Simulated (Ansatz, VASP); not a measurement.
NaH: VASP beside Ansatz

```xyz
2
Lattice="0.0000 2.4634 2.4634 2.4634 0.0000 2.4634 2.4634 2.4634 0.0000" Properties=species:S:1:pos:R:3 pbc="T T T"
Na    0.0000    0.0000    0.0000
H     2.4634    2.4634    2.4634
```

Alike in both runs: task single point; functional PBE; k mesh 8 × 8 × 8; occupations gaussian, width 0.02 eV; no spin polarisation.

|  | VASP | Ansatz |
| --- | --- | --- |
| version | VASP 6.6.1 | Ansatz 0.2.0 |
| potentials or method | VASP PAW PBE potentials, release 64 (Na_pv, H), cutoff 520 eV | scalar-relativistic, plane waves, PAW |
| valence electrons in the cell | 8 | 10 |

|  | VASP | Ansatz | Ansatz less VASP |
| --- | --- | --- | --- |
| gap on the k mesh at the Fermi level (eV) | 3.66 | 3.67 | +0.002 |
| least direct gap on the mesh (eV) | 4.49 | 4.50 | +0.004 |
| pressure (GPa) | -1.3 | -1.2 | +0.04 |

VASP's potentials hold 8 valence electrons a cell and Ansatz's 10, so a difference there can come from the potentials and not from the codes.
